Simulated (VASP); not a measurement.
A run of VASP 6.6.1:

File INCAR:

```
SYSTEM = TiS2
PREC = Accurate
ENCUT = 500
EDIFF = 1E-6
ISMEAR = 1
SIGMA = 0.2
LREAL = .False.
LASPH = .True.
NELM = 120
ALGO = Normal
ISIF = 2
LWAVE = .False.
LCHARG = .True.
GGA = PE
IVDW = 12
LELF = .True.
LVHAR = .True.
NBANDS = 19
GGA_COMPAT = .False.
```

The input KPOINTS:

```
Automatic mesh
0
Gamma
  15 15 8
  0 0 0
```

POSCAR

```
TiS2
1.0
    3.3605541720      0.0000000000      0.0000000000
   -1.6802770860      2.9103252837      0.0000000000
    0.0000000000      0.0000000000      5.5222301423
Ti S
1 2
Direct
    0.0000000000      0.0000000000      0.0000000000
    0.3333333333      0.6666666667      0.2585614080
    0.6666666667      0.3333333333      0.7414385920
```

Potentials or basis: VASP PAW PBE potentials, release 64 (Ti_sv, S).

Command:

```console
$ cat potpaw_PBE.64/Ti_sv/POTCAR potpaw_PBE.64/S/POTCAR > POTCAR
$ mpirun -np 1 vasp_std > vasp.out
```

Hardware: 1 thread of Intel Xeon 8259CL (shared host).

Problem. Estimate the wall time of this run.

Solution. Run time: 6.1 min on 1 thread of Intel Xeon 8259CL, on a shared host, peak memory 0.32 GiB. Counts: scf iterations 15, k points 192.
